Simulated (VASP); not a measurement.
# Ir (P6_3/mmc) in VASP: notebook, part 2 of 2

VASP 6.6.1. Earlier steps stand in the parts before.

### 3 Single point, PBE

This run uses another cell than the first one, of the same volume but with other edges.

INCAR reads:

```
PREC = Accurate
ENCUT = 520
EDIFF = 1E-6
ISMEAR = 0
SIGMA = 0.15
LREAL = F
LASPH = T
NELM = 60
ALGO = Normal
ISIF = 2
LWAVE = F
LCHARG = F
GGA = PE
NBANDS = 16
```

KPOINTS reads:

```
Automatic mesh
0
Gamma
  18 18 10
```

POSCAR reads:

```
Ir
1.0
    2.8302000000      0.0000000000      0.0000000000
   -1.4151000000      2.4510250978      0.0000000000
    0.0000000000      0.0000000000      4.2155000000
Ir
2
Direct
    0.6666666667      0.3333333333      0.7500000000
    0.3333333333      0.6666666667      0.2500000000
```

Potentials or basis: VASP PAW PBE potentials, release 64 (Ir).

Started as:

```console
$ cat potpaw_PBE.64/Ir/POTCAR > POTCAR
$ mpirun -np 1 vasp_std > vasp.out
```

OUTCAR:

```text
PREC = Accurate
   ENCUT = 520
   EDIFF = 1E-6
   ISMEAR = 0
   LREAL = F
   LASPH = T
   NELM = 60
   ISIF = 2
   GGA = PE

 ion  position               nearest neighbor table
   1  0.667  0.333  0.750-   2 2.67   2 2.67   2 2.67   2 2.67   2 2.67   2 2.67
   2  0.333  0.667  0.250-   1 2.67   1 2.67   1 2.67   1 2.67   1 2.67   1 2.67

  LATTYP: Found a hexagonal cell.
 ALAT       =     2.8302000000
 C/A-ratio  =     1.4894707088

  Lattice vectors:

 A1 = (   2.8302000000,   0.0000000000,   0.0000000000)
 A2 = (  -1.4151000000,   2.4510250978,   0.0000000000)
 A3 = (   0.0000000000,   0.0000000000,   4.2155000000)

Analysis of symmetry for initial positions (statically):
=====================================================================
 Subroutine PRICEL returns:
 Original cell was already a primitive cell.

 Routine SETGRP: Setting up the symmetry group for a
 hexagonal supercell.

 Subroutine GETGRP returns: Found 24 space group operations
 (whereof 12 operations were pure point group operations)
 out of a pool of 24 trial point group operations.

The static configuration has the point symmetry D_3d.
 The point group associated with its full space group is D_6h.

Analysis of symmetry for dynamics (positions and initial velocities):
=====================================================================
 Subroutine PRICEL returns:
 Original cell was already a primitive cell.

 Routine SETGRP: Setting up the symmetry group for a
 hexagonal supercell.

 Subroutine GETGRP returns: Found 24 space group operations
 (whereof 12 operations were pure point group operations)
 out of a pool of 24 trial point group operations.

The dynamic configuration has the point symmetry D_3d.
 The point group associated with its full space group is D_6h.

 Subroutine INISYM returns: Found 24 space group operations
 (whereof 12 operations are pure point group operations),
 and found     1 'primitive' translations

----------------------------------------------------------------------------------------

                                     Primitive cell

  volume of cell :      29.2425

  direct lattice vectors                    reciprocal lattice vectors
     2.830200000  0.000000000  0.000000000     0.353331920  0.203996279  0.000000000
    -1.415100000  2.451025098  0.000000000     0.000000000  0.407992558  0.000000000
     0.000000000  0.000000000  4.215500000     0.000000000  0.000000000  0.237219784

  length of vectors
     2.830200000  2.830200000  4.215500000     0.407992558  0.407992558  0.237219784

  position of ions in fractional coordinates (direct lattice)
     0.666666667  0.333333333  0.750000000
     0.333333333  0.666666667  0.250000000

  ion indices of the primitive-cell ions
   primitive index   ion index
                 1           1
                 2           2

----------------------------------------------------------------------------------------

 KPOINTS: Automatic mesh

Automatic generation of k-mesh.
 Grid dimensions read from file:
 generate k-points for:   18   18   10

 Generating k-lattice:

  Cartesian coordinates                     Fractional coordinates (reciprocal lattice)
     0.019629551  0.011333127  0.000000000     0.055555556 -0.000000000  0.000000000
     0.000000000  0.022666253  0.000000000     0.000000000  0.055555556  0.000000000
     0.000000000  0.000000000  0.023721978     0.000000000  0.000000000  0.100000000

  Length of vectors
     0.022666253  0.022666253  0.023721978

  Shift w.r.t. Gamma in fractional coordinates (k-lattice)
     0.000000000  0.000000000  0.000000000

 Subroutine IBZKPT returns following result:
 ===========================================

 Found    222 irreducible k-points:

 Following reciprocal coordinates:
            Coordinates               Weight
  0.000000  0.000000  0.000000      1.000000
  0.055556 -0.000000  0.000000      6.000000
  0.111111 -0.000000  0.000000      6.000000
  0.166667  0.000000  0.000000      6.000000
  0.222222  0.000000  0.000000      6.000000
  0.277778 -0.000000  0.000000      6.000000
[... 16 lines left out ...]
  0.333333  0.111111  0.000000     12.000000
  0.388889  0.111111  0.000000     12.000000
 [... further k-points ...]
   k-points           NKPTS =    222   k-points in BZ     NKDIM =    222   number of bands    NBANDS=     16
   number of dos      NEDOS =    301   number of ions     NIONS =      2
   total plane-waves  NPLWV =  18432
   dimension x,y,z NGX =    24 NGY =   24 NGZ =   32
   dimension x,y,z NGXF=    48 NGYF=   48 NGZF=   64
   ions per type =               2
   NGX,Y,Z   is equivalent  to a cutoff of  14.10, 14.10, 12.62 a.u.
   NGXF,Y,Z  is equivalent  to a cutoff of  28.20, 28.20, 25.24 a.u.
 SYSTEM =  unknown system
   PREC   = accura    normal or accurate (medium, high low for compatibility)
   ISTART =      0    job   : 0-new  1-cont  2-samecut
   ICHARG =      2    charge: 1-file 2-atom 10-const
   ISPIN  =      1    spin polarized calculation?
   LNONCOLLINEAR =      F non collinear calculations
   LSORBIT =      F    spin-orbit coupling
   LASPH  =      T    aspherical Exc in radial PAW
   ENCUT  =  520.0 eV  38.22 Ry    6.18 a.u.   5.26  5.26  7.84*2*pi/ulx,y,z
   NELM   =     60;   NELMIN=  2; NELMDL= -5     # of ELM steps
   EDIFF  = 0.1E-05   stopping-criterion for ELM
   LREAL  =      F    real-space projection
   EDIFFG = 0.1E-04   stopping-criterion for IOM
   NSW    =      0    number of steps for IOM
   IBRION =     -1    ionic relax: 0-MD 1-quasi-New 2-CG
   NFREE  =      0    steps in history (QN), initial steepest desc. (CG)
   ISIF   =      2    stress and relaxation
   ISYM   =      2    0-nonsym 1-usesym 2-fastsym
   POTIM  = 0.5000    time-step for ionic-motion
   TEBEG  =    0.0;   TEEND  =   0.0 temperature during run
   PSTRESS=    0.0 pullay stress
   NELECT =      18.0000    total number of electrons
   NUPDOWN=      -1.0000    fix difference up-down
   EMIN   =  10.00;   EMAX   =-10.00  energy-range for DOS
   EFERMI =   0.00;   METHOD = LEGACY
   ISMEAR =     0;   SIGMA  =   0.15  broadening in eV -4-tet -1-fermi 0-gaus
   EFERMI_NEDOS =   21; number of points for ismear=-14 and -15
   IALGO  =     38    algorithm
   IMIX   =      4    mixing-type and parameters
     AMIX     =   0.40;   BMIX     =  1.00
     AMIX_MAG =   1.60;   BMIX_MAG =  1.00
  volume/ion in A,a.u.               =      14.62        98.67
  Fermi-wavevector in a.u.,A,eV,Ry     =   1.392604  2.631640 26.386407  1.939346
  Thomas-Fermi vector in A             =   2.516331
   LORBIT       =      0    0 simple, 1 ext, 2 COOP (PROOUT), +10 PAW based schemes
   GGA     = PE    functional components
   LHFCALC =     F    Hartree Fock is set to
   AEXX    =    0.0000 exact exchange contribution
   IVDW    =     0    specifies the selected vdW correction
   LEPSILON=     F    determine dielectric tensor
   LRPA    =     F    only Hartree local field effects (RPA)
 non-spin polarized calculation
 Gauss-broadening in eV      SIGMA  =   0.15
  energy-cutoff  :      520.00
  volume of cell :       29.24
 maximum number of plane-waves:       805
 NGX is ok and might be reduce to    24

 number of electron      18.0000001 magnetization

 Free energy of the ion-electron system (eV)
  ---------------------------------------------------
  ext. energy  EPLUGINS =         0.00000000
  ---------------------------------------------------
  free energy    TOTEN  =       -17.42098849 eV

  energy without entropy =      -17.38459842  energy(sigma->0) =      -17.40279345

 E-fermi :  10.0178     XC(G=0): -13.7827

 val. band max:       10.0175184328   @ k =   0.0556  -0.0000   0.4000
 cond. band min:      10.0208000409   @ k =   0.0556   0.0556   0.4000
 fundamental gap:      0.0032816080
 Fermi energy:        10.0178239933

 k-point     1 :       0.0000    0.0000    0.0000
  band No.  band energies     occupation
      1      -0.9218      2.00000
      2       2.2426      2.00000
      3       6.2338      2.00000
      4       6.2338      2.00000
      5       7.0043      2.00000
      6       7.0043      2.00000
[... 8 lines left out ...]
     15      27.5959      0.00000
     16      27.8029      0.00000
[... 419 lines left out ...]
 k-point    24 :       0.3889    0.1111    0.0000
  band No.  band energies     occupation
      1       2.9654      2.00000
      2       3.0905      2.00000
      3       3.4525      2.00000
      4       5.4747      2.00000
      5       5.7814      2.00000
      6       6.8943      2.00000
[... 8 lines left out ...]
     15      21.0858      0.00000
     16      23.0736      0.00000

 [... further k-points ...]
[... 5 lines left out ...]
  --------------------------------------------------------------------------------------
  -------------------------------------------------------------------------------------
  Total       -1.0821151     -1.0821151      3.5826294     -0.0000000      0.0000000      0.0000000
  in kB      -59.2884457    -59.2884457    196.2901446     -0.0000000      0.0000000      0.0000000
  external PRESSURE =      25.9044178 kB  Pullay stress =       0.0000000 kB

 VOLUME and BASIS-vectors are now :
 -----------------------------------------------------------------------------
  energy-cutoff  :      520.00
  volume of cell :       29.24
      direct lattice vectors                 reciprocal lattice vectors
     2.830200000  0.000000000  0.000000000     0.353331920  0.203996279  0.000000000
    -1.415100000  2.451025098  0.000000000     0.000000000  0.407992558  0.000000000
     0.000000000  0.000000000  4.215500000     0.000000000  0.000000000  0.237219784

 POSITION                                       TOTAL-FORCE (eV/Angst)
 -----------------------------------------------------------------------------------
      1.41510      0.81701      3.16162         0.000000      0.000000      0.000000
     -0.00000      1.63402      1.05387        -0.000000     -0.000000      0.000000
 -----------------------------------------------------------------------------------
    total drift:                               -0.000000      0.000000     -0.000000

  FREE ENERGIE OF THE ION-ELECTRON SYSTEM (eV)
  ---------------------------------------------------
  free  energy   TOTEN  =       -17.4209884859 eV

  energy  without entropy=      -17.3845984239  energy(sigma->0) =      -17.40279345
```

OSZICAR:

```text
N       E                     dE             d eps       ncg     rms          rms(c)
DAV:   1     0.141695485127E+03    0.14170E+03   -0.84372E+03  7104   0.113E+03
DAV:   2    -0.147328447299E+02   -0.15643E+03   -0.14086E+03  7104   0.306E+02
DAV:   3    -0.184595382596E+02   -0.37267E+01   -0.36715E+01  9656   0.560E+01
DAV:   4    -0.185003177294E+02   -0.40779E-01   -0.40769E-01  7960   0.497E+00
DAV:   5    -0.185014519158E+02   -0.11342E-02   -0.11342E-02 10096   0.873E-01    0.206E+01
DAV:   6    -0.175957382457E+02    0.90571E+00   -0.11453E+00  8944   0.139E+01    0.855E+00
DAV:   7    -0.174326717615E+02    0.16307E+00   -0.35683E-01  9664   0.730E+00    0.214E+00
DAV:   8    -0.174230463057E+02    0.96255E-02   -0.68904E-03  8200   0.800E-01    0.751E-01
DAV:   9    -0.174209728130E+02    0.20735E-02   -0.30576E-03  9592   0.701E-01    0.192E-02
DAV:  10    -0.174209840744E+02   -0.11261E-04   -0.22897E-05  9544   0.400E-02    0.143E-02
DAV:  11    -0.174209884871E+02   -0.44127E-05   -0.20623E-06  9248   0.116E-02    0.120E-03
DAV:  12    -0.174209884859E+02    0.11655E-08   -0.90667E-08  5576   0.261E-03
   1 F= -.17420988E+02 E0= -.17402793E+02  d E =-.363901E-01
```

It took 30 s on 1 thread of Intel Xeon 6975P-C (Granite Rapids), shared host; peak memory 0.22 GiB.

Results:

| Property | Result |
| --- | --- |
| Free energy | -17.4210 eV |
| Pressure | 2.6 GPa |
| Band gap on the k mesh | zero (band 9 reaches 10.70 eV, above the bottom of band 10 at 7.89 eV) |

Caveat: spin-orbit coupling is left out, which moves the levels of the heavy elements.

### 4 Single point, PBE

This run uses another cell than the first one, of 14.74 Å³/atom, 1.006 times its volume.

INCAR reads:

```
SYSTEM = Ir
PREC = Accurate
ENCUT = 520
EDIFF = 1E-6
ISMEAR = 0
SIGMA = 0.15
LREAL = .FALSE.
LASPH = .TRUE.
NELM = 80
ALGO = Normal
ISIF = 2
LWAVE = .FALSE.
LCHARG = .FALSE.
GGA = PE
NBANDS = 16
```

KPOINTS reads:

```
regular mesh
0
G
  18 18 10
  0 0 0
```

POSCAR reads:

```
Ir
1.0
    2.8119000000      0.0000000000      0.0000000000
   -1.4059500000      2.4351768329      0.0000000000
    0.0000000000      0.0000000000      4.3045000000
Ir
2
Direct
    0.6666666667      0.3333333333      0.7500000000
    0.3333333333      0.6666666667      0.2500000000
```

Started as:

```console
$ cat potpaw_PBE.64/Ir/POTCAR > POTCAR
$ mpirun -np 1 vasp_std > vasp.out
```

Wall time 32 s (1 thread of Intel Xeon 6975P-C (Granite Rapids), shared host); peak memory 0.21 GiB.

The run converged. Its results:

* Free energy: -17.4954 eV
* Pressure: -1.8 GPa
* Band gap on the k mesh: zero (band 9 reaches 10.65 eV, above the bottom of band 10 at 7.63 eV)

Stress tensor (GPa, compression positive):
```
-7.91  0.00  0.00
 0.00 -7.91  0.00
 0.00  0.00 10.50
```

Levels at points of the mesh, in eV from the Fermi level:
| k point | band 6 | band 7 | band 8 | band 9 | band 10 | band 11 | band 12 | band 13 |
| --- | --- | --- | --- | --- | --- | --- | --- | --- |
| (0.00, 0.00, 0.00) | -2.96 | -2.96 | -2.76 | -2.76 | -0.17 | 0.19 | 0.19 | 7.45 |
| (0.50, 0.00, 0.00) | -3.11 | -2.52 | 0.24 | 0.77 | 1.11 | 2.57 | 3.86 | 8.24 |
| (0.00, 0.00, 0.50) | -3.98 | -3.98 | -3.98 | -0.46 | -0.46 | -0.46 | -0.46 | 13.60 |
| (0.50, 0.00, 0.50) | -2.30 | -0.98 | -0.98 | 0.57 | 0.57 | 1.86 | 1.86 | 7.14 |

Caveat: spin-orbit coupling is left out, which moves the levels of the heavy elements.

### 5 Summary

| cell | gap on the mesh (eV) | pressure (GPa) |
| --- | --- | --- |
| a = 2.720, b = 2.720, c = 4.572 Å, angles 90.0, 90.0, 120.0°, 2 atoms | none | -1.1 |
| a = 2.830, b = 2.830, c = 4.215 Å, angles 90.0, 90.0, 120.0°, 2 atoms | none | 2.6 |
| a = 2.812, b = 2.812, c = 4.304 Å, angles 90.0, 90.0, 120.0°, 2 atoms | none | -1.8 |

Alike in all rows: task single point; level PBE; potentials or basis VASP PAW PBE potentials, release 64 (Ir); no spin polarisation; k mesh 18 × 18 × 10; cutoff (eV) 520; smearing gaussian 0.15 eV.

Caveats: spin-orbit coupling is left out, which moves the levels of the heavy elements.

Absolute energies hang on the potentials; compare differences alone.
